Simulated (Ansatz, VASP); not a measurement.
**Two plane-wave programs on Ag**

INCAR

```
  PREC = Accurate
  ENCUT = 520
  EDIFF = 1E-6
  ISMEAR = -1
  SIGMA = 0.05
  LREAL = False
  LASPH = True
  NELM = 60
  ALGO = Fast
  ISIF = 2
  LWAVE = False
  LCHARG = False
  GGA = PS
  NBANDS = 24
```

The input KPOINTS:

```
regular mesh
0
Gamma
  10 10 10
```

Contents of POSCAR:

```
Ag
1.0
    1.5019377757      0.8671441792      7.3459535211
   -1.5019377757      0.8671441792      7.3459535211
    0.0000000000     -1.7342883582      7.3459535211
Ag
3
Direct
    0.2222810000      0.2222810000      0.2222810000
    0.7777190000      0.7777190000      0.7777190000
    0.0000000000      0.0000000000      0.0000000000
```

The input input.yaml:

```yaml
crystal:
  lattice:
    - [1.5019377757, 0.8671441792, 7.3459535211]
    - [-1.5019377757, 0.8671441792, 7.3459535211]
    - [0.0, -1.7342883582, 7.3459535211]
  atoms:
    - { symbol: Ag, position: [0.222281, 0.222281, 0.222281] }
    - { symbol: Ag, position: [0.777719, 0.777719, 0.777719] }
    - { symbol: Ag, position: [0.0, 0.0, 0.0] }
hamiltonian:
  xc: pbesol
  pseudopotentials: { kind: paw }
kpoints:
  mp_grid: { grid: [10, 10, 10] }
scf:
  occupations: { method: fermi_dirac, width: 0.05 }
output:
  forces: true
  stress: true
  eigenvalues: true
  write_density: true
  write_potential: true
  elf: true
  volumetric_format: npy
```

Alike in both runs: task single point; functional PBEsol; k mesh 10 × 10 × 10; occupations fermi-dirac, width 0.05 eV; no spin polarisation.

|  | VASP | Ansatz |
| --- | --- | --- |
| version | VASP 6.6.1 | Ansatz 0.2.0 |
| potentials or method | VASP PAW PBE potentials, release 64 (Ag) | Ansatz PAW |
| plane-wave cutoff (eV) | 520 | 420 |
| valence electrons in the cell | 33 | 57 |

Ansatz gave:

| Item | Value |
| --- | --- |
| gap on the k mesh at the Fermi level (eV) | none |
| pressure (GPa) | -10.7 |
| traceless stress, the component that is largest in VASP (GPa) | -0.35 |

Problem. What did VASP give for the same quantities?

Solution. gap on the k mesh at the Fermi level (eV): none; pressure (GPa): -10.8; traceless stress, the component that is largest in VASP (GPa): -0.36.

VASP's potentials were made for PBE, not for PBEsol. A gap of «none» marks a metal or a gap that the smearing closes. The functional is the same, so the differences come from potentials, cutoffs and numerics. VASP's potentials hold 33 valence electrons a cell and Ansatz's 57, so a difference there can come from the potentials and not from the codes.
